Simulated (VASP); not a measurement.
# V: single point with PBE

The system is V.

```
V
1.0
    -1.51435    1.51435    1.51435
     1.51435   -1.51435    1.51435
     1.51435    1.51435   -1.51435
V
1
Direct
  0.00000 0.00000 0.00000
```

```json
{
  "Program": "VASP 6.6.1",
  "Task": "single point",
  "Functional": "PBE",
  "Potentials or basis": "VASP PAW PBE potentials, release 64 (V_sv)",
  "Cutoff": "520 eV",
  "k mesh": "12 × 12 × 12",
  "Occupations": "gaussian, width 0.019 eV",
  "Spin": "collinear spin, ferromagnetic start",
  "Starting moments": "[2.0] μB",
  "Dipole correction": "no",
  "Further INCAR settings": "ALGO = Normal; EDIFF = 1e-06; NBANDS = 16"
}
```

* Pressure: -5.2 GPa
* Net moment: 0.12 μB per cell
* Site moments: V +0.11 μB
* Valence electrons inside the program's atomic spheres: V 11.60

Levels at points of the mesh, in eV from the Fermi level:
Spin up:
```
           k point  band 4  band 5  band 6  band 7  band 8  band 9
(0.00, 0.00, 0.00)  -37.12   -6.51    0.38    0.38    0.38    2.34
(0.50, 0.00, 0.00)  -37.13   -3.07   -1.09    1.54    2.32    2.68
(0.50, 0.50, 0.50)  -37.68   -2.85   -2.85    3.55    3.55    3.55
```
Spin down:
```csv
k point,band 4,band 5,band 6,band 7,band 8,band 9
"(0.00, 0.00, 0.00)",-37.03,-6.45,0.50,0.50,0.50,2.40
"(0.50, 0.00, 0.00)",-37.03,-2.99,-0.98,1.60,2.40,2.74
"(0.50, 0.50, 0.50)",-37.59,-2.79,-2.79,3.66,3.66,3.66
```

Wall time 25 s on 1 thread of Intel(R) Xeon(R) Platinum 8259CL CPU @ 2.50GHz (Skylake/Cascade Lake), on a shared host, peak memory 0.14 GiB.
